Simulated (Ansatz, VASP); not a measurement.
GdO: VASP beside Ansatz

File INCAR:

```
PREC = Accurate
ENCUT = 520
EDIFF = 1E-6
ISMEAR = 0
SIGMA = 0.05
LREAL = False
LASPH = True
NELM = 150
ALGO = Normal
ISIF = 2
LWAVE = False
LCHARG = False
MAGMOM = 0 0 7 0 0 0
LORBIT = 11
LSORBIT = True
GGA_COMPAT = False
LORBMOM = True
LMAXMIX = 6
LDAU = True
LDAUTYPE = 2
LDAUL = 3 -1
LDAUU = 6 0
LDAUJ = 0 0
LDAUPRINT = 1
GGA = PE
NBANDS = 36
```

File KPOINTS:

```
regular mesh
0
Gamma
  10 10 10
```

File POSCAR:

```
GdO
1.0
    3.0325203067      0.0000000000      0.0000000000
    0.0000000000      3.0325203067      0.0000000000
    0.0000000000      0.0000000000      3.0325203067
Gd O
1 1
Direct
    0.0000000000      0.0000000000      0.0000000000
    0.5000000000      0.5000000000      0.5000000000
```

Input for Ansatz:

```yaml
crystal:
  lattice:
    - [3.0325203067, 0.0, 0.0]
    - [0.0, 3.0325203067, 0.0]
    - [0.0, 0.0, 3.0325203067]
  atoms:
    - { symbol: Gd, position: [0.0, 0.0, 0.0], spin: 7.0, spin_axis: [0.0, 0.0, 1.0] }
    - { symbol: O, position: [0.5, 0.5, 0.5] }
basis:
  ecutwfc: 420
  ecutrho_ratio: 4
kpoints:
  mp_grid: { grid: [10, 10, 10] }
hamiltonian:
  xc: pbe
  hubbard: { sites: [{ species: Gd, l: f, u_eff: 6.0 }] }
scf:
  occupations: { method: gaussian, width: 0.05 }
  lower_state_search: "off"
output:
  forces: true
  stress: true
  eigenvalues: true
  populations: true
  hubbard: { sites: [{ species: Gd, l: f }] }
  dos: { projected: true, de: 0.02 }
  write_density: true
  write_potential: true
  elf: true
  volumetric_format: npy
magnetization:
  noncollinear: true
  spin_orbit: true
checkpoint:
  read: start.run
  write: ck
  compress: false
  write_wavefunctions: false
  write_every: 100000
```

Alike in both runs: task single point; functional PBE; k mesh 10 × 10 × 10; occupations gaussian, width 0.05 eV; non-collinear spin, spin-orbit coupling; Hubbard terms Gd f U = 6.0 eV.

```csv
,VASP,Ansatz
version,VASP 6.6.1,Ansatz 0.2.0
potentials or method,"VASP PAW PBE potentials, release 64 (Gd, O), cutoff 520 eV","plane waves, PAW"
valence electrons in the cell,24,24
```

|  | VASP | Ansatz | Ansatz less VASP |
| --- | --- | --- | --- |
| pressure (GPa) | -0.2 | 0.0 | +0.18 |
| net moment per atom (μB) | 3.74 | 3.73 | -0.006 |

The programs project onto different local orbitals, so the same U acts differently, and such runs can settle in different states. Ansatz's warnings: filled band counts differ across k points, stress scf threshold loose.
